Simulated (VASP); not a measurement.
Wanted: the native input for a VASP 6.6.1 run.

```
Task                   : single point
Functional             : PBE
Potentials or basis    : VASP PAW PBE potentials, release 64 (Al)
Cutoff                 : 520 eV
k mesh                 : 13 × 13 × 13
Occupations            : methfessel-paxton, width 1 eV
Spin                   : no spin polarisation
Dipole correction      : no
Further INCAR settings : ALGO = Normal; EDIFF = 1e-06; NBANDS = 8
```

The structure of Al lies in POSCAR:

```
Al
1.0
    0.0000000000      2.0199630948      2.0199630948
    2.0199630948      0.0000000000      2.0199630948
    2.0199630948      2.0199630948      0.0000000000
Al
1
Direct
    0.0000000000      0.0000000000      0.0000000000
```

The input as run:

INCAR

```
PREC     = Accurate       # precision mode
ENCUT    = 520            # plane-wave cutoff, eV
EDIFF    = 1E-6           # SCF threshold, eV
ISMEAR   = 1              # smearing method
SIGMA    = 1.0            # smearing width, eV
LREAL    = False          # projectors in reciprocal space
LASPH    = True           # aspherical terms in the spheres
NELM     = 60             # most SCF steps
ALGO     = Normal         # electronic algorithm
ISIF     = 2              # what is computed and relaxed
LWAVE    = False          # write WAVECAR
LCHARG   = False          # write CHGCAR
GGA      = PE             # functional
NBANDS   = 8              # bands
```

KPOINTS

```
Automatic mesh
0
Gamma
  13 13 13
```

Potentials or basis: VASP PAW PBE potentials, release 64 (Al).

Launch:

```bash
$ cat potpaw_PBE.64/Al/POTCAR > POTCAR
$ mpirun -np 1 vasp_std > vasp.out
```

Results of the run:

```
Pressure : 0.0 GPa
```

Run time: 11 s on 1 thread of AMD EPYC 7R13 Processor (Zen 3) (shared host), peak memory 0.1 GiB.
